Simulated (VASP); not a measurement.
Input of a VASP 6.6.1 run:

The input INCAR:

```
SYSTEM = WC
ALGO = Normal
EDIFF = 1E-6
ENCUT = 520
GGA = PE
ISIF = 2
ISMEAR = 0
LASPH = .TRUE.
LCHARG = .TRUE.
LELF = .TRUE.
LREAL = .FALSE.
LVHAR = .TRUE.
LWAVE = .FALSE.
NBANDS = 16
NELM = 60
PREC = Accurate
SIGMA = 0.15
```

The input KPOINTS:

```
k-points
0
G
  18 18 16
  0 0 0
```

The input POSCAR:

```
WC
1.0
    3.0165214934      0.0000000000      0.0000000000
   -1.5082607467      2.6123842444      0.0000000000
    0.0000000000      0.0000000000      2.6026800000
W C
1 1
Direct
    0.0000000000      0.0000000000      0.0000000000
    0.6666666667      0.3333333333      0.5000000000
```

Potentials or basis: VASP PAW PBE potentials, release 64 (W_sv, C).

The run is started by

```sh
$ cat potpaw_PBE.64/W_sv/POTCAR potpaw_PBE.64/C/POTCAR > POTCAR
$ mpirun -np 1 vasp_std > vasp.out
```

Problem. What does it give for the band gap on the k mesh?

Solution. Zero (bands 9 and 10 overlap by 2.02 eV).

Problem. What does it give for the pressure?

Solution. 22.2 GPa.

Stress tensor (GPa, compression positive):
```
-10.43   0.00   0.00
  0.00 -10.43   0.00
  0.00   0.00  87.53
```

Caveat: the cell differs from its parent crystal (strain +0.040 along x and y, -0.080 along z); the cell stands under pressure; spin-orbit coupling is left out, which moves the levels of the heavy elements.
